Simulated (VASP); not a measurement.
# AlRu (R-3m) in VASP: a series of runs, part 2 of 2

VASP 6.6.1. The steps go on from the part before.

### 3 Single point, PBE

File INCAR:

```
SYSTEM = AlRu
  PREC = Accurate
  ENCUT = 520
  EDIFF = 1E-7
  ISMEAR = 0
  SIGMA = 0.15
  LREAL = .FALSE.
  LASPH = .TRUE.
  NELM = 80
  ALGO = Fast
  ISIF = 2
  LWAVE = .FALSE.
  LCHARG = .FALSE.
  GGA = PE
  NBANDS = 16
```

File KPOINTS:

```
Automatic mesh
0
G
  18 18 18
  0 0 0
```

File POSCAR:

```
AlRu
1.0
    2.9935859682      0.0777554797      0.0777554797
    0.0777554797      2.9935859682      0.0777554797
    0.0777554797      0.0777554797      2.9935859682
Al Ru
1 1
Direct
    0.0000000000      0.0000000000      0.0000000000
    0.5000000000      0.5000000000      0.5000000000
```

Potentials or basis: VASP PAW PBE potentials, release 64 (Al, Ru_pv).

Started as:

```bash
$ cat potpaw_PBE.64/Al/POTCAR potpaw_PBE.64/Ru_pv/POTCAR > POTCAR
$ mpirun -np 1 vasp_std > vasp.out
```

OUTCAR:

```text
SYSTEM = AlRu
   PREC = Accurate
   ENCUT = 520
   EDIFF = 1E-7
   ISMEAR = 0
   LREAL = .FALSE.
   LASPH = .TRUE.
   NELM = 80
   ISIF = 2
   GGA = PE

 ion  position               nearest neighbor table
   1  0.000  0.000  0.000-   2 2.55   2 2.55   2 2.55   2 2.55   2 2.55   2 2.55   2 2.73   2 2.73

   2  0.500  0.500  0.500-   1 2.55   1 2.55   1 2.55   1 2.55   1 2.55   1 2.55   1 2.73   1 2.73

  LATTYP: Found a trigonal (rhomboedric) cell.
 ALAT       =     2.9956049102
 COS(alpha) =     0.0525517938

  Lattice vectors:

 A1 = (   2.9935859682,   0.0777554797,   0.0777554797)
 A2 = (   0.0777554797,   2.9935859682,   0.0777554797)
 A3 = (   0.0777554797,   0.0777554797,   2.9935859682)

Analysis of symmetry for initial positions (statically):
=====================================================================
 Subroutine PRICEL returns:
 Original cell was already a primitive cell.

 Routine SETGRP: Setting up the symmetry group for a
 trigonal (rhombohedral) supercell.

 Subroutine GETGRP returns: Found 12 space group operations
 (whereof 12 operations were pure point group operations)
 out of a pool of 12 trial point group operations.

The static configuration has the point symmetry D_3d.

Analysis of symmetry for dynamics (positions and initial velocities):
=====================================================================
 Subroutine PRICEL returns:
 Original cell was already a primitive cell.

 Routine SETGRP: Setting up the symmetry group for a
 trigonal (rhombohedral) supercell.

 Subroutine GETGRP returns: Found 12 space group operations
 (whereof 12 operations were pure point group operations)
 out of a pool of 12 trial point group operations.

The dynamic configuration has the point symmetry D_3d.

 Subroutine INISYM returns: Found 12 space group operations
 (whereof 12 operations are pure point group operations),
 and found     1 'primitive' translations

----------------------------------------------------------------------------------------

[... 113 lines left out ...]
  volume/ion in A,a.u.               =      13.39        90.34
  Fermi-wavevector in a.u.,A,eV,Ry     =   1.407087  2.659009 26.938090  1.979894
  Thomas-Fermi vector in A             =   2.529382
   LORBIT       =      0    0 simple, 1 ext, 2 COOP (PROOUT), +10 PAW based schemes
   GGA     = PE    functional components
   LHFCALC =     F    Hartree Fock is set to
   AEXX    =    0.0000 exact exchange contribution
   IVDW    =     0    specifies the selected vdW correction
   LEPSILON=     F    determine dielectric tensor
   LRPA    =     F    only Hartree local field effects (RPA)
 non-spin polarized calculation
 RMM-DIIS sequential band-by-band and
 Gauss-broadening in eV      SIGMA  =   0.15
  energy-cutoff  :      520.00
  volume of cell :       26.77
 maximum number of plane-waves:       751
   NGX = 11   NGY = 11   NGZ = 11

 number of electron      16.9999996 magnetization

 Free energy of the ion-electron system (eV)
  ---------------------------------------------------
  ext. energy  EPLUGINS =         0.00000000
  ---------------------------------------------------
  free energy    TOTEN  =       -14.19047399 eV

  energy without entropy =      -14.17340635  energy(sigma->0) =      -14.18194017

 E-fermi :  10.7100     XC(G=0): -12.5621

 val. band max:       10.7088494082   @ k =   0.0556  -0.0000  -0.0000
 cond. band min:      10.7180693896   @ k =   0.1111   0.1111  -0.0000
 fundamental gap:      0.0092199814
 Fermi energy:        10.7100065204

 k-point     1 :       0.0000    0.0000    0.0000
  band No.  band energies     occupation
      1     -31.0544      2.00000
      2     -31.0544      2.00000
      3     -31.0411      2.00000
      4       1.0464      2.00000
      5       7.1669      2.00000
      6       7.1669      2.00000
[... 433 lines left out ...]
      3     -31.0402      2.00000
      4       2.0489      2.00000
      5       7.2941      2.00000
      6       7.4733      2.00000
[... 8 lines left out ...]
     15      23.6448      0.00000
     16      27.1880      0.00000

 [... further k-points ...]

------------------------ aborting loop because EDIFF is reached ----------------------------------------

  FORCE on cell =-STRESS in cart. coord.  units (eV):
  Direction    XX          YY          ZZ          XY          YZ          ZX
  --------------------------------------------------------------------------------------
  -------------------------------------------------------------------------------------
  Total        0.6079680      0.6079680      0.6079680     -0.9339010     -0.9339010     -0.9339010
  in kB       36.3815091     36.3815091     36.3815091    -55.8857198    -55.8857198    -55.8857198
  external PRESSURE =      36.3815091 kB  Pullay stress =       0.0000000 kB

 VOLUME and BASIS-vectors are now :
 -----------------------------------------------------------------------------
  energy-cutoff  :      520.00
  volume of cell :       26.77
      direct lattice vectors                 reciprocal lattice vectors
     2.993585968  0.077755480  0.077755480     0.334487428 -0.008468036 -0.008468036
     0.077755480  2.993585968  0.077755480    -0.008468036  0.334487428 -0.008468036
     0.077755480  0.077755480  2.993585968    -0.008468036 -0.008468036  0.334487428

 POSITION                                       TOTAL-FORCE (eV/Angst)
 -----------------------------------------------------------------------------------
      0.00000      0.00000      0.00000         0.000000     -0.000000      0.000000
      1.57455      1.57455      1.57455        -0.000000      0.000000     -0.000000
 -----------------------------------------------------------------------------------
    total drift:                                0.000000     -0.000000     -0.000000

  FREE ENERGIE OF THE ION-ELECTRON SYSTEM (eV)
  ---------------------------------------------------
  free  energy   TOTEN  =       -14.1904739898 eV

  energy  without entropy=      -14.1734063507  energy(sigma->0) =      -14.18194017
```

OSZICAR:

```text
N       E                     dE             d eps       ncg     rms          rms(c)
DAV:   1     0.116536375192E+03    0.11654E+03   -0.91225E+03 18928   0.987E+02
DAV:   2    -0.129539024020E+02   -0.12949E+03   -0.12336E+03 21816   0.293E+02
DAV:   3    -0.148373883228E+02   -0.18835E+01   -0.18776E+01 23992   0.369E+01
DAV:   4    -0.148512596753E+02   -0.13871E-01   -0.13852E-01 23272   0.333E+00
DAV:   5    -0.148514566101E+02   -0.19693E-03   -0.19664E-03 22448   0.378E-01    0.122E+01
RMM:   6    -0.142728202157E+02    0.57864E+00   -0.19767E+00 19016   0.110E+01    0.237E+00
RMM:   7    -0.142046185409E+02    0.68202E-01   -0.12487E-01 19596   0.287E+00    0.200E+00
RMM:   8    -0.141906303712E+02    0.13988E-01   -0.14757E-02 20565   0.922E-01    0.188E-01
RMM:   9    -0.141904795341E+02    0.15084E-03   -0.10867E-03 21319   0.284E-01    0.122E-01
RMM:  10    -0.141904741348E+02    0.53993E-05   -0.12342E-04 22314   0.104E-01    0.260E-02
RMM:  11    -0.141904747909E+02   -0.65608E-06   -0.33011E-05 22329   0.529E-02    0.198E-02
RMM:  12    -0.141904742979E+02    0.49297E-06   -0.88259E-06 23267   0.272E-02    0.125E-02
RMM:  13    -0.141904746523E+02   -0.35445E-06   -0.20313E-06 22182   0.139E-02    0.125E-02
RMM:  14    -0.141904740018E+02    0.65057E-06   -0.14975E-06 21568   0.110E-02    0.451E-03
RMM:  15    -0.141904739898E+02    0.11924E-07   -0.25329E-07 16800   0.444E-03
   1 F= -.14190474E+02 E0= -.14181940E+02  d E =-.170676E-01
```

Run time: 4.3 min. Hardware: 1 thread of Intel Xeon 8259CL, shared host; peak memory 0.35 GiB.

What came out:

```yaml
Free_energy: -14.1905 eV
Pressure: 3.6 GPa
Band_gap_on_the_k_mesh: zero (an odd number of electrons rules out a gap without spin polarisation)
```

Levels at points of the mesh, in eV from the Fermi level:
```
           k point  band 6  band 7  band 8  band 9  band 10  band 11  band 12  band 13
(0.00, 0.00, 0.00)   -3.54    0.02    0.02    0.36     6.07     6.07     6.23    11.07
(0.50, 0.00, 0.00)   -2.80   -1.71   -1.43    0.38     2.31     7.43    10.70    11.30
(0.50, 0.50, 0.00)   -1.68   -1.17   -1.14   -0.98     1.51     5.18     6.43    10.31
(0.50, 0.50, 0.50)   -4.54    1.60    1.60    2.14     3.83     4.58     4.58     7.72
```

Caveat: the cell stands under pressure.
